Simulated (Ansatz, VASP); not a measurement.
# H: VASP beside Ansatz

The input INCAR:

```
ALGO = Normal
EDIFF = 1E-7
ENCUT = 520
GGA = PE
ISIF = 2
ISMEAR = 0
LASPH = True
LCHARG = True
LELF = True
LREAL = False
LVHAR = True
LWAVE = False
NBANDS = 8
NELM = 100
PREC = Accurate
SIGMA = 0.05
```

Contents of KPOINTS:

```
k-points
0
Gamma
  8 8 8
```

File POSCAR:

```
H
1.0
   -1.8177702850      1.8919649906      2.2855640979
    1.8177702850     -1.8919649906      2.2855640979
    1.8177702850      1.8919649906     -2.2855640979
H
2
Direct
    0.9178910720      0.9178910720      0.0000000000
    0.0821089280      0.0821089280      0.0000000000
```

Input for Ansatz:

```yaml
crystal:
  lattice:
    - [-1.817770285, 1.8919649906, 2.2855640979]
    - [1.817770285, -1.8919649906, 2.2855640979]
    - [1.817770285, 1.8919649906, -2.2855640979]
  atoms:
    - { symbol: H, position: [0.917891072, 0.917891072, 0.0] }
    - { symbol: H, position: [0.082108928, 0.082108928, 0.0] }
basis:
  ecutwfc: 420
kpoints:
  mp_grid: { grid: [8, 8, 8] }
hamiltonian:
  xc: pbe
scf:
  occupations: { method: gaussian, width: 0.05 }
output:
  forces: true
  stress: true
  eigenvalues: true
```

Change from the starting cell: strain -0.0200 x Voigt [1, -1, 0, 0, 0, 0], atoms carried along.

Alike in both runs: task single point; functional PBE; k mesh 8 × 8 × 8; occupations gaussian, width 0.05 eV; no spin polarisation.

```csv
,VASP,Ansatz
version,VASP 6.6.1,Ansatz 0.2.0
potentials or method,"VASP PAW PBE potentials, release 64 (H), cutoff 520 eV","scalar-relativistic, plane waves, PAW"
valence electrons in the cell,2,2
```

|  | VASP | Ansatz | Ansatz less VASP |
| --- | --- | --- | --- |
| gap on the k mesh at the Fermi level (eV) | 9.20 | 9.20 | -0.001 |
| least direct gap on the mesh (eV) | 9.70 | 9.69 | -0.001 |
| pressure (GPa) | -0.2 | 0.0 | +0.16 |
| rms of the force components (eV/Å) | 0.005 | 0.001 | -0.0039 |

Atom by atom the forces differ by 0.006 eV/Å (rms over components).
